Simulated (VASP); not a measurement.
# CoSi2 (Fm-3m) in VASP: further runs

The runs below take CoSi2 through single point, with BLYP+D4.

Everything below comes from runs of VASP 6.6.1. Logs are shortened: lines on timing, memory, paths and dates and some standing lists are left out, and cuts for length are marked.

### Step 1. The cell of the first run

The structure is cubic, space group Fm-3m (No. 225). The conventional cell has a = 5.284 Å, b = 5.284 Å, c = 5.284 Å, α = 90.00°, β = 90.00°, γ = 90.00°. Co (site symmetry m-3m) has 8 Si at 2.29 Å within 3.0 Å. Within 3.0 Å of Si (site symmetry -43m) lie 4 Co at 2.29 Å and 6 Si at 2.64 Å.

### Step 2. Single point, BLYP+D4, collinear spin, ferromagnetic start

Input file INCAR:

```
SYSTEM = CoSi2
PREC = Accurate ; ENCUT = 690
EDIFF = 1E-6 ; ISMEAR = -5
SIGMA = 0.05 ; LREAL = .FALSE.
LASPH = .TRUE. ; NELM = 200
ALGO = Normal ; ISIF = 2
LWAVE = .FALSE. ; LCHARG = .FALSE.
ISPIN = 2 ; MAGMOM = 4 0 0
LORBIT = 11 ; NUPDOWN = 4.0
LMAXMIX = 4 ; GGA = B5
ALDAX = 1.0 ; AGGAX = 1.0
AGGAC = 1.0 ; ALDAC = 0.0
IVDW = 13 ; VDW_S6 = 1.0
VDW_S8 = 2.34076671 ; VDW_A1 = 0.44488865
VDW_A2 = 4.0933009 ; NBANDS = 24
GGA_COMPAT = .FALSE.
```

Input file KPOINTS:

```
regular mesh
0
G
  9 9 9
  0 0 0
```

Input file POSCAR:

```
CoSi2
1.0
    0.0000000000      2.6418063740      2.6418063740
    2.6418063740      0.0000000000      2.6418063740
    2.6418063740      2.6418063740      0.0000000000
Co Si
1 2
Direct
    0.0000000000      0.0000000000      0.0000000000
    0.7500000000      0.7500000000      0.7500000000
    0.2500000000      0.2500000000      0.2500000000
```

Potentials or basis: VASP PAW PBE potentials, release 64 (Co_sv, Si).

Started as:

```console
> cat potpaw_PBE.64/Co_sv/POTCAR potpaw_PBE.64/Si/POTCAR > POTCAR
> mpirun -np 1 vasp_std > vasp.out
```

OUTCAR:

```text
SYSTEM = CoSi2
   PREC = Accurate
   ENCUT = 690
   EDIFF = 1E-6
   ISMEAR = -5
   LREAL = .FALSE.
   LASPH = .TRUE.
   NELM = 200
   ISIF = 2
   ISPIN = 2
   LORBIT = 11
   NUPDOWN = 4.0
   GGA = B5
   IVDW = 13

 ion  position               nearest neighbor table
   1  0.000  0.000  0.000-   2 2.29   3 2.29   2 2.29   2 2.29   2 2.29   3 2.29   3 2.29   3 2.29

   2  0.750  0.750  0.750-   1 2.29   1 2.29   1 2.29   1 2.29   3 2.64   3 2.64   3 2.64   3 2.64
                             3 2.64   3 2.64
   3  0.250  0.250  0.250-   1 2.29   1 2.29   1 2.29   1 2.29   2 2.64   2 2.64   2 2.64   2 2.64
                             2 2.64   2 2.64

  LATTYP: Found a face centered cubic cell.
 ALAT       =     5.2836127480

  Lattice vectors:

 A1 = (   0.0000000000,   2.6418063740,   2.6418063740)
 A2 = (   2.6418063740,   0.0000000000,   2.6418063740)
 A3 = (   2.6418063740,   2.6418063740,   0.0000000000)

Analysis of symmetry for initial positions (statically):
=====================================================================
 Subroutine PRICEL returns:
 Original cell was already a primitive cell.

 Routine SETGRP: Setting up the symmetry group for a
 face centered cubic supercell.

 Subroutine GETGRP returns: Found 48 space group operations
 (whereof 48 operations were pure point group operations)
 out of a pool of 48 trial point group operations.

The static configuration has the point symmetry O_h .

Analysis of symmetry for dynamics (positions and initial velocities):
=====================================================================
 Subroutine PRICEL returns:
 Original cell was already a primitive cell.

 Routine SETGRP: Setting up the symmetry group for a
 face centered cubic supercell.

 Subroutine GETGRP returns: Found 48 space group operations
 (whereof 48 operations were pure point group operations)
 out of a pool of 48 trial point group operations.

The dynamic configuration has the point symmetry O_h .

Analysis of structural, dynamic, and magnetic symmetry:
=====================================================================
 Subroutine PRICEL returns:
 Original cell was already a primitive cell.

 Routine SETGRP: Setting up the symmetry group for a
 face centered cubic supercell.

 Subroutine GETGRP returns: Found 48 space group operations
 (whereof 48 operations were pure point group operations)
 out of a pool of 48 trial point group operations.

The overall configuration has the point symmetry O_h .

 Subroutine INISYM returns: Found 48 space group operations
 (whereof 48 operations are pure point group operations),
 and found     1 'primitive' translations

----------------------------------------------------------------------------------------

                                     Primitive cell

  volume of cell :      36.8751

  direct lattice vectors                    reciprocal lattice vectors
     0.000000000  2.641806374  2.641806374    -0.189264438  0.189264438  0.189264438
     2.641806374  0.000000000  2.641806374     0.189264438 -0.189264438  0.189264438
     2.641806374  2.641806374  0.000000000     0.189264438  0.189264438 -0.189264438

  length of vectors
     3.736078403  3.736078403  3.736078403     0.327815624  0.327815624  0.327815624

  position of ions in fractional coordinates (direct lattice)
     0.000000000  0.000000000  0.000000000
     0.750000000  0.750000000  0.750000000
     0.250000000  0.250000000  0.250000000

  ion indices of the primitive-cell ions
   primitive index   ion index
                 1           1
                 2           2
                 3           3

----------------------------------------------------------------------------------------

 KPOINTS: regular mesh

Automatic generation of k-mesh.
 Grid dimensions read from file:
 generate k-points for:    9    9    9

 Generating k-lattice:

  Cartesian coordinates                     Fractional coordinates (reciprocal lattice)
    -0.021029382  0.021029382  0.021029382     0.111111111  0.000000000  0.000000000
     0.021029382 -0.021029382  0.021029382     0.000000000  0.111111111  0.000000000
     0.021029382  0.021029382 -0.021029382     0.000000000  0.000000000  0.111111111

  Length of vectors
     0.036423958  0.036423958  0.036423958

  Shift w.r.t. Gamma in fractional coordinates (k-lattice)
     0.000000000  0.000000000  0.000000000

 TETIRR: Found    115 inequivalent tetrahedra from     4374

 Subroutine IBZKPT returns following result:
 ===========================================

 Found     35 irreducible k-points:

 Following reciprocal coordinates:
            Coordinates               Weight
  0.000000  0.000000  0.000000      1.000000
  0.111111  0.000000  0.000000      8.000000
  0.222222  0.000000  0.000000      8.000000
  0.333333  0.000000  0.000000      8.000000
  0.444444  0.000000  0.000000      8.000000
  0.111111  0.111111  0.000000      6.000000
[... 16 lines left out ...]
 -0.333333  0.333333  0.000000     12.000000
  0.444444  0.444444  0.000000      6.000000
 [... further k-points ...]
   k-points           NKPTS =     35   k-points in BZ     NKDIM =     35   number of bands    NBANDS=     24
   number of dos      NEDOS =    301   number of ions     NIONS =      3
   total plane-waves  NPLWV =  32768
   dimension x,y,z NGX =    32 NGY =   32 NGZ =   32
   dimension x,y,z NGXF=    64 NGYF=   64 NGZF=   64
   ions per type =               1   2
   NGX,Y,Z   is equivalent  to a cutoff of  14.24, 14.24, 14.24 a.u.
   NGXF,Y,Z  is equivalent  to a cutoff of  28.48, 28.48, 28.48 a.u.
 SYSTEM =  CoSi2
   PREC   = accura    normal or accurate (medium, high low for compatibility)
   ISTART =      0    job   : 0-new  1-cont  2-samecut
   ICHARG =      2    charge: 1-file 2-atom 10-const
   ISPIN  =      2    spin polarized calculation?
   LNONCOLLINEAR =      F non collinear calculations
   LSORBIT =      F    spin-orbit coupling
   LASPH  =      T    aspherical Exc in radial PAW
   ENCUT  =  690.0 eV  50.71 Ry    7.12 a.u.   8.00  8.00  8.00*2*pi/ulx,y,z
   NELM   =    200;   NELMIN=  2; NELMDL= -5     # of ELM steps
   EDIFF  = 0.1E-05   stopping-criterion for ELM
   LREAL  =      F    real-space projection
   EDIFFG = 0.1E-04   stopping-criterion for IOM
   NSW    =      0    number of steps for IOM
   IBRION =     -1    ionic relax: 0-MD 1-quasi-New 2-CG
   NFREE  =      0    steps in history (QN), initial steepest desc. (CG)
   ISIF   =      2    stress and relaxation
   ISYM   =      2    0-nonsym 1-usesym 2-fastsym
   POTIM  = 0.5000    time-step for ionic-motion
   TEBEG  =    0.0;   TEEND  =   0.0 temperature during run
   PSTRESS=    0.0 pullay stress
   NELECT =      25.0000    total number of electrons
   NUPDOWN=       4.0000    fix difference up-down
   EMIN   =  10.00;   EMAX   =-10.00  energy-range for DOS
   EFERMI =   0.00;   METHOD = LEGACY
   ISMEAR =    -5;   SIGMA  =   0.05  broadening in eV -4-tet -1-fermi 0-gaus
   EFERMI_NEDOS =   21; number of points for ismear=-14 and -15
   IALGO  =     38    algorithm
   IMIX   =      4    mixing-type and parameters
     AMIX     =   0.40;   BMIX     =  1.00
     AMIX_MAG =   1.60;   BMIX_MAG =  1.00
  volume/ion in A,a.u.               =      12.29        82.95
  Fermi-wavevector in a.u.,A,eV,Ry     =   1.438171  2.717749 28.141416  2.068336
  Thomas-Fermi vector in A             =   2.557167
   LORBIT       =     11    0 simple, 1 ext, 2 COOP (PROOUT), +10 PAW based schemes
   GGA     = B5    functional components
   LHFCALC =     F    Hartree Fock is set to
   AEXX    =    0.0000 exact exchange contribution
   IVDW    =    13    specifies the selected vdW correction
   LEPSILON=     F    determine dielectric tensor
   LRPA    =     F    only Hartree local field effects (RPA)
 spin polarized calculation
 Fermi weights with tetrahedron method with Bloechl corrections
  energy-cutoff  :      690.00
  volume of cell :       36.88
 maximum number of plane-waves:      1536
   NGX = 17   NGY = 17   NGZ = 17

 number of electron      24.9999990 magnetization       3.9999998

 Free energy of the ion-electron system (eV)
  ---------------------------------------------------
  ext. energy  EPLUGINS =         0.00000000
  ---------------------------------------------------
  free energy    TOTEN  =       -10.40747547 eV

  energy without entropy =      -10.40747547  energy(sigma->0) =      -10.40747547

 E-fermi :   9.9239     XC(G=0): -11.4476

 val. band max:       15.0116929485   @ k =   0.4444   0.1111   0.0000
 cond. band min:       9.8258683657   @ k =   0.4444   0.4444   0.0000
 fundamental gap:     -5.1858245829
 Fermi energy:        15.0003033495

 spin component 1

 k-point     1 :       0.0000    0.0000    0.0000
  band No.  band energies     occupation
      1     -85.1953      1.00000
      2     -48.7166      1.00000
      3     -48.7166      1.00000
      4     -48.7166      1.00000
      5      -2.1098      1.00000
      6       6.0831      1.00000
[... 637 lines left out ...]
     23      26.6115      0.00000
     24      26.8814      0.00000

 [... further k-points ...]

 spin component 2

 k-point     1 :       0.0000    0.0000    0.0000
  band No.  band energies     occupation
      1     -82.7694      1.00000
      2     -46.3749      1.00000
      3     -46.3749      1.00000
      4     -46.3749      1.00000
      5      -1.2739      1.00000
      6       7.4459      1.00000
[... 637 lines left out ...]
     23      27.6048      0.00000
     24      27.7246      0.00000

 [... further k-points ...]

------------------------ aborting loop because EDIFF is reached ----------------------------------------

  DFT-D4 for vdW energy calculation

  Edisp (eV):   -2.78740

  FORCE on cell =-STRESS in cart. coord.  units (eV):
  Direction    XX          YY          ZZ          XY          YZ          ZX
  --------------------------------------------------------------------------------------
  -------------------------------------------------------------------------------------
  Total       9.64094     9.64094     9.64094    -0.00000    -0.00000    -0.00000
  in kB     418.88720   418.88720   418.88720    -0.00000    -0.00000    -0.00000
  external pressure =      418.89 kB  Pullay stress =        0.00 kB

 VOLUME and BASIS-vectors are now :
 -----------------------------------------------------------------------------
  energy-cutoff  :      690.00
  volume of cell :       36.88
      direct lattice vectors                 reciprocal lattice vectors
     0.000000000  2.641806374  2.641806374    -0.189264438  0.189264438  0.189264438
     2.641806374  0.000000000  2.641806374     0.189264438 -0.189264438  0.189264438
     2.641806374  2.641806374  0.000000000     0.189264438  0.189264438 -0.189264438

 POSITION                                       TOTAL-FORCE (eV/Angst)
 -----------------------------------------------------------------------------------
      0.00000      0.00000      0.00000         0.000000      0.000000      0.000000
      3.96271      3.96271      3.96271         0.000000      0.000000      0.000000
      1.32090      1.32090      1.32090        -0.000000     -0.000000     -0.000000
 -----------------------------------------------------------------------------------
    total drift:                                0.000000     -0.000000      0.000000

  FREE ENERGIE OF THE ION-ELECTRON SYSTEM (eV)
  ---------------------------------------------------
  free  energy   TOTEN  =       -13.1948745615 eV

  energy  without entropy=      -13.1948745615  energy(sigma->0) =      -13.19487456

 total charge

# of ion       s       p       d       tot
------------------------------------------
    1        2.292   6.192   6.783  15.267
    2        0.803   0.909   0.000   1.712
    3        0.803   0.909   0.000   1.712
--------------------------------------------------
tot          3.898   8.010   6.783  18.690

 magnetization (x)

# of ion       s       p       d       tot
------------------------------------------
    1        0.035   0.096   1.928   2.060
    2        0.121   0.229   0.000   0.350
    3        0.121   0.229   0.000   0.350
--------------------------------------------------
tot          0.277   0.554   1.928   2.759
```

It took 72 s on 1 thread of Intel Xeon Platinum 8259CL at 2.50GHz (Skylake/Cascade Lake), shared host; peak memory 0.24 GiB.

Results:

```yaml
Free_energy: -13.1949 eV
Pressure: 41.9 GPa
Net_moment: 4.00 μB per cell
Site_moments: Co +2.06; Si +0.35 μB
Valence_electrons_inside_the_program's_atomic_spheres: Co 15.27; Si 1.71
Dispersion_energy_per_atom: -0.929 eV
```

Caveat: the cell stands under pressure; the PAW data sets were made with another functional, which shifts forces and pressure a little; the total moment is fixed, so each spin has its own Fermi level and the state may be an excited one.

### Step 3. Single point, BLYP+D4, collinear spin, ferromagnetic start

This run uses another cell than the first one, of 12.80 Å³/atom.

Input file INCAR:

```
SYSTEM = CoSi2
  PREC = Accurate
  ENCUT = 690
  EDIFF = 1E-6
  ISMEAR = -5
  SIGMA = 0.05
  LREAL = .False.
  LASPH = .True.
  NELM = 200
  ALGO = Normal
  ISIF = 2
  LWAVE = .False.
  LCHARG = .True.
  ISPIN = 2
  MAGMOM = 4 0 0
  LORBIT = 11
  NUPDOWN = 4.0
  LMAXMIX = 4
  GGA = B5
  ALDAX = 1.0
  AGGAX = 1.0
  AGGAC = 1.0
  ALDAC = 0.0
  IVDW = 13
  VDW_S6 = 1.0
  VDW_S8 = 2.34076671
  VDW_A1 = 0.44488865
  VDW_A2 = 4.0933009
  LELF = .True.
  LVHAR = .True.
  NBANDS = 24
  GGA_COMPAT = .False.
```

Input file KPOINTS:

```
Automatic mesh
0
Gamma
  9 9 9
  0 0 0
```

Input file POSCAR:

```
CoSi2
1.0
    0.0000000000      2.6780000000      2.6780000000
    2.6780000000      0.0000000000      2.6780000000
    2.6780000000      2.6780000000      0.0000000000
Co Si
1 2
Direct
    0.0000000000      0.0000000000      0.0000000000
    0.7500000000      0.7500000000      0.7500000000
    0.2500000000      0.2500000000      0.2500000000
```

Potentials or basis: VASP PAW PBE potentials, release 64 (Co_sv, Si).

Started as:

```console
> cat potpaw_PBE.64/Co_sv/POTCAR potpaw_PBE.64/Si/POTCAR > POTCAR
> mpirun -np 1 vasp_std > vasp.out
```

Wall time 3.9 min (1 thread of AMD EPYC, shared host); peak memory 0.21 GiB.

Results (log left out):

```yaml
Free_energy: -13.5583 eV
Pressure: 32.5 GPa
Net_moment: 4.00 μB per cell
Site_moments: Co +2.08; Si +0.35 μB
Valence_electrons_inside_the_program's_atomic_spheres: Co 15.22; Si 1.69
Dispersion_energy_per_atom: -0.892 eV
```

Caveat: the cell stands under pressure; the PAW data sets were made with another functional, which shifts forces and pressure a little; the total moment is fixed, so each spin has its own Fermi level and the state may be an excited one.
